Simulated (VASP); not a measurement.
# Al (R-3m) in VASP: single point with PBEsol

Aim: the single point of Al with PBEsol.

All numbers are computed with VASP 6.6.1; they aren't measurements. Logs are shortened: lines on timing, memory, paths and dates and some standing lists are left out, and cuts for length are marked.

## 1. The cell of the first run

Symmetry: R-3m, No. 166, trigonal system. Conventional cell: a = 4.338 Å, b = 4.338 Å, c = 3.171 Å, α = 90.00°, β = 90.00°, γ = 120.00°. Within 3.6 Å of Al (site symmetry -3m) lie 14 Al at 2.72 to 3.28 Å.

## 2. Single point, PBEsol

File INCAR:

```
SYSTEM = Al
PREC = Accurate
ENCUT = 520
EDIFF = 1E-6
ISMEAR = 0
SIGMA = 0.1
LREAL = .FALSE.
LASPH = .TRUE.
NELM = 60
ALGO = Fast
ISIF = 2
LWAVE = .FALSE.
LCHARG = .FALSE.
GGA = PS
NBANDS = 12
```

File KPOINTS:

```
regular mesh
0
G
  6 6 4
  0 0 0
```

File POSCAR:

```
Al
1.0
    4.3379113675      0.0000000001      0.0000000000
   -2.1689556838      3.7567414436      0.0000000000
    0.0000000000      0.0000000000      3.1712706264
Al
3
Direct
    0.3333429320      0.0000000000      0.3333333333
    0.0000000000      0.3333429320      0.6666666667
    0.6666570680      0.6666570680      0.0000000000
```

Potentials or basis: VASP PAW PBE potentials, release 64 (Al).

Started as:

```console
$ cat potpaw_PBE.64/Al/POTCAR > POTCAR
$ mpirun -np 1 vasp_std > vasp.out
```

OUTCAR:

```text
SYSTEM = Al
   PREC = Accurate
   ENCUT = 520
   EDIFF = 1E-6
   ISMEAR = 0
   LREAL = .FALSE.
   LASPH = .TRUE.
   NELM = 60
   ISIF = 2
   GGA = PS

 ion  position               nearest neighbor table
   1  0.333  0.000  0.333-   3 2.72   3 2.72   2 2.72   2 2.72   3 2.72   2 2.72   2 3.28   2 3.28
                             3 3.28   3 3.28   2 3.28   3 3.28
   2  0.000  0.333  0.667-   3 2.72   3 2.72   1 2.72   1 2.72   3 2.72   1 2.72   1 3.28   1 3.28
                             3 3.28   3 3.28   1 3.28   3 3.28
   3  0.667  0.667  0.000-   2 2.72   1 2.72   2 2.72   1 2.72   1 2.72   2 2.72   2 3.28   1 3.28
                             2 3.28   1 3.28   1 3.28   2 3.28

  LATTYP: Found a hexagonal cell.
 ALAT       =     4.3379113675
 C/A-ratio  =     0.7310593412

  Lattice vectors:

 A1 = (   4.3379113675,   0.0000000001,   0.0000000000)
 A2 = (  -2.1689556838,   3.7567414436,   0.0000000000)
 A3 = (   0.0000000000,   0.0000000000,   3.1712706264)

Analysis of symmetry for initial positions (statically):
=====================================================================
 Subroutine PRICEL returns:
 Original cell was already a primitive cell.

 Routine SETGRP: Setting up the symmetry group for a
 hexagonal supercell.

 Subroutine GETGRP returns: Found  6 space group operations
 (whereof  2 operations were pure point group operations)
 out of a pool of 24 trial point group operations.

The static configuration has the point symmetry C_2 .
 The point group associated with its full space group is D_3 .

Analysis of symmetry for dynamics (positions and initial velocities):
=====================================================================
 Subroutine PRICEL returns:
 Original cell was already a primitive cell.

 Routine SETGRP: Setting up the symmetry group for a
 hexagonal supercell.

 Subroutine GETGRP returns: Found  6 space group operations
 (whereof  2 operations were pure point group operations)
 out of a pool of 24 trial point group operations.

The dynamic configuration has the point symmetry C_2 .
 The point group associated with its full space group is D_3 .

 Subroutine INISYM returns: Found  6 space group operations
 (whereof  2 operations are pure point group operations),
 and found     1 'primitive' translations

----------------------------------------------------------------------------------------

                                     Primitive cell

  volume of cell :      51.6803

  direct lattice vectors                    reciprocal lattice vectors
     4.337911368  0.000000000  0.000000000     0.230525687  0.133094068  0.000000000
    -2.168955684  3.756741444  0.000000000    -0.000000000  0.266188135  0.000000000
     0.000000000  0.000000000  3.171270626     0.000000000  0.000000000  0.315331020

  length of vectors
     4.337911368  4.337911368  3.171270626     0.266188135  0.266188135  0.315331020

  position of ions in fractional coordinates (direct lattice)
     0.333342932  1.000000000  0.333333333
     1.000000000  0.333342932  0.666666667
     0.666657068  0.666657068  0.000000000

  ion indices of the primitive-cell ions
   primitive index   ion index
                 1           1
                 2           2
                 3           3

----------------------------------------------------------------------------------------

 KPOINTS: regular mesh

Automatic generation of k-mesh.
 Grid dimensions read from file:
 generate k-points for:    6    6    4

 Generating k-lattice:

  Cartesian coordinates                     Fractional coordinates (reciprocal lattice)
     0.038420948  0.022182345  0.000000000     0.166666667  0.000000000  0.000000000
    -0.000000000  0.044364689  0.000000000     0.000000000  0.166666667  0.000000000
     0.000000000  0.000000000  0.078832755     0.000000000  0.000000000  0.250000000

  Length of vectors
     0.044364689  0.044364689  0.078832755

  Shift w.r.t. Gamma in fractional coordinates (k-lattice)
     0.000000000  0.000000000  0.000000000

 Subroutine IBZKPT returns following result:
 ===========================================

 Found     24 irreducible k-points:

 Following reciprocal coordinates:
            Coordinates               Weight
  0.000000  0.000000  0.000000      1.000000
  0.166667  0.000000  0.000000      6.000000
  0.333333 -0.000000  0.000000      6.000000
  0.500000  0.000000  0.000000      3.000000
  0.166667  0.166667  0.000000      6.000000
  0.333333  0.166667  0.000000     12.000000
[... 16 lines left out ...]
  0.333333  0.166667  0.500000     12.000000
  0.333333  0.333333  0.500000      2.000000
   k-points           NKPTS =     24   k-points in BZ     NKDIM =     24   number of bands    NBANDS=     12
   number of dos      NEDOS =    301   number of ions     NIONS =      3
   total plane-waves  NPLWV =  24576
   dimension x,y,z NGX =    32 NGY =   32 NGZ =   24
   dimension x,y,z NGXF=    64 NGYF=   64 NGZF=   48
   ions per type =               3
   NGX,Y,Z   is equivalent  to a cutoff of  12.26, 12.26, 12.58 a.u.
   NGXF,Y,Z  is equivalent  to a cutoff of  24.53, 24.53, 25.16 a.u.
 SYSTEM =  Al
   PREC   = accura    normal or accurate (medium, high low for compatibility)
   ISTART =      0    job   : 0-new  1-cont  2-samecut
   ICHARG =      2    charge: 1-file 2-atom 10-const
   ISPIN  =      1    spin polarized calculation?
   LNONCOLLINEAR =      F non collinear calculations
   LSORBIT =      F    spin-orbit coupling
   LASPH  =      T    aspherical Exc in radial PAW
   ENCUT  =  520.0 eV  38.22 Ry    6.18 a.u.   8.07  8.07  5.90*2*pi/ulx,y,z
   NELM   =     60;   NELMIN=  2; NELMDL= -5     # of ELM steps
   EDIFF  = 0.1E-05   stopping-criterion for ELM
   LREAL  =      F    real-space projection
   EDIFFG = 0.1E-04   stopping-criterion for IOM
   NSW    =      0    number of steps for IOM
   IBRION =     -1    ionic relax: 0-MD 1-quasi-New 2-CG
   NFREE  =      0    steps in history (QN), initial steepest desc. (CG)
   ISIF   =      2    stress and relaxation
   ISYM   =      2    0-nonsym 1-usesym 2-fastsym
   POTIM  = 0.5000    time-step for ionic-motion
   TEBEG  =    0.0;   TEEND  =   0.0 temperature during run
   PSTRESS=    0.0 pullay stress
   NELECT =       9.0000    total number of electrons
   NUPDOWN=      -1.0000    fix difference up-down
   EMIN   =  10.00;   EMAX   =-10.00  energy-range for DOS
   EFERMI =   0.00;   METHOD = LEGACY
   ISMEAR =     0;   SIGMA  =   0.10  broadening in eV -4-tet -1-fermi 0-gaus
   EFERMI_NEDOS =   21; number of points for ismear=-14 and -15
   IALGO  =     68    algorithm
   IMIX   =      4    mixing-type and parameters
     AMIX     =   0.40;   BMIX     =  1.00
     AMIX_MAG =   1.60;   BMIX_MAG =  1.00
  volume/ion in A,a.u.               =      17.23       116.25
  Fermi-wavevector in a.u.,A,eV,Ry     =   0.914213  1.727611 11.371543  0.835785
  Thomas-Fermi vector in A             =   2.038814
   LORBIT       =      0    0 simple, 1 ext, 2 COOP (PROOUT), +10 PAW based schemes
   GGA     = PS    functional components
   LHFCALC =     F    Hartree Fock is set to
   AEXX    =    0.0000 exact exchange contribution
   IVDW    =     0    specifies the selected vdW correction
   LEPSILON=     F    determine dielectric tensor
   LRPA    =     F    only Hartree local field effects (RPA)
 non-spin polarized calculation
 RMM-DIIS sequential band-by-band and
 Gauss-broadening in eV      SIGMA  =   0.10
  energy-cutoff  :      520.00
  volume of cell :       51.68
 maximum number of plane-waves:      1402
   NGX = 17   NGY = 17   NGZ = 11

 number of electron       9.0000000 magnetization

 Free energy of the ion-electron system (eV)
  ---------------------------------------------------
  ext. energy  EPLUGINS =         0.00000000
  ---------------------------------------------------
  free energy    TOTEN  =       -11.78805016 eV

  energy without entropy =      -11.78599562  energy(sigma->0) =      -11.78702289

 E-fermi :   7.3555     XC(G=0): -10.0921

 val. band max:        7.2804024481   @ k =   0.5000   0.0000   0.5000
 cond. band min:       7.5247008576   @ k =   0.3333  -0.0000   0.5000
 fundamental gap:      0.2442984095
 Fermi energy:         7.3555452092

 k-point     1 :       0.0000    0.0000    0.0000
  band No.  band energies     occupation
      1      -3.3402      2.00000
      2       6.3172      2.00000
      3       6.3174      2.00000
      4       6.3174      2.00000
      5       6.3177      2.00000
      6       7.9736      0.00000
      7       7.9736      0.00000
      8      10.7125      0.00000
      9      10.7125      0.00000
     10      18.5765      0.00000
     11      18.5765      0.00000
     12      19.1954      0.00000

 k-point     2 :       0.1667    0.0000    0.0000
  band No.  band energies     occupation
      1      -3.0493      2.00000
      2       3.7241      2.00000
      3       4.9805      2.00000
      4       5.8603      2.00000
      5       8.1843      0.00000
      6       9.4526      0.00000
      7      10.4945      0.00000
      8      10.9736      0.00000
      9      10.9802      0.00000
     10      16.6621      0.00000
     11      17.7806      0.00000
     12      17.7894      0.00000

 k-point     3 :       0.3333   -0.0000    0.0000
  band No.  band energies     occupation
      1      -2.1804      2.00000
      2       1.2381      2.00000
      3       4.1780      2.00000
      4       5.0619      2.00000
      5      10.5618      0.00000
      6      11.6288      0.00000
      7      11.6884      0.00000
      8      11.9166      0.00000
      9      13.8333      0.00000
     10      14.6407      0.00000
     11      16.1276      0.00000
     12      16.1421      0.00000
[... 286 lines left out ...]
 k-point    23 :       0.3333    0.1667    0.5000
  band No.  band energies     occupation
      1       2.2661      2.00000
      2       2.2684      2.00000
      3       3.9350      2.00000
      4       3.9396      2.00000
      5       5.5677      2.00000
      6       5.5714      2.00000
      7      10.3891      0.00000
      8      10.5075      0.00000
      9      13.4969      0.00000
     10      14.2005      0.00000
     11      17.2363      0.00000
     12      17.3555      0.00000

 k-point    24 :       0.3333    0.3333    0.5000
  band No.  band energies     occupation
      1       3.6053      2.00000
      2       3.6054      2.00000
      3       3.6054      2.00000
      4       3.7146      2.00000
      5       3.7147      2.00000
      6       3.7147      2.00000
      7      12.5259      0.00000
      8      12.5259      0.00000
      9      12.5259      0.00000
     10      14.7522      0.00000
     11      14.7525      0.00000
     12      14.7525      0.00000

------------------------ aborting loop because EDIFF is reached ----------------------------------------

  FORCE on cell =-STRESS in cart. coord.  units (eV):
  Direction    XX          YY          ZZ          XY          YZ          ZX
  --------------------------------------------------------------------------------------
  -------------------------------------------------------------------------------------
  Total        0.0108450      0.0108450      0.0530854      0.0000000      0.0000000      0.0000000
  in kB        0.3362127      0.3362127      1.6457383      0.0000000      0.0000000      0.0000000
  external PRESSURE =       0.7727213 kB  Pullay stress =       0.0000000 kB

 VOLUME and BASIS-vectors are now :
 -----------------------------------------------------------------------------
  energy-cutoff  :      520.00
  volume of cell :       51.68
      direct lattice vectors                 reciprocal lattice vectors
     4.337911368  0.000000000  0.000000000     0.230525687  0.133094068  0.000000000
    -2.168955684  3.756741444  0.000000000    -0.000000000  0.266188135  0.000000000
     0.000000000  0.000000000  3.171270626     0.000000000  0.000000000  0.315331020

 POSITION                                       TOTAL-FORCE (eV/Angst)
 -----------------------------------------------------------------------------------
      1.44601      0.00000      1.05709        -0.000319     -0.000000     -0.000000
     -0.72301      1.25228      2.11418         0.000160     -0.000276      0.000000
      1.44595      2.50446      0.00000         0.000160      0.000276     -0.000000
 -----------------------------------------------------------------------------------
    total drift:                                0.000000      0.000000     -0.000000

  FREE ENERGIE OF THE ION-ELECTRON SYSTEM (eV)
  ---------------------------------------------------
  free  energy   TOTEN  =       -11.7880501552 eV

  energy  without entropy=      -11.7859956223  energy(sigma->0) =      -11.78702289
```

Run time: 9.8 s. Hardware: 1 thread of Intel Xeon 8259CL, shared host; peak memory 0.15 GiB.

Results:

| Item | Value |
| --- | --- |
| Free energy | -11.7881 eV |
| Pressure | 0.1 GPa |
| Band gap on the k mesh | zero (an odd number of electrons rules out a gap without spin polarisation) |

Caveat: the k points lie up to 0.50 Å⁻¹ apart, too coarse for converged energies and pressures of a metal; the PAW data sets were made with another functional, which shifts forces and pressure a little.

The gap in the log of VASP goes by the Fermi energy; the results here count the filled bands.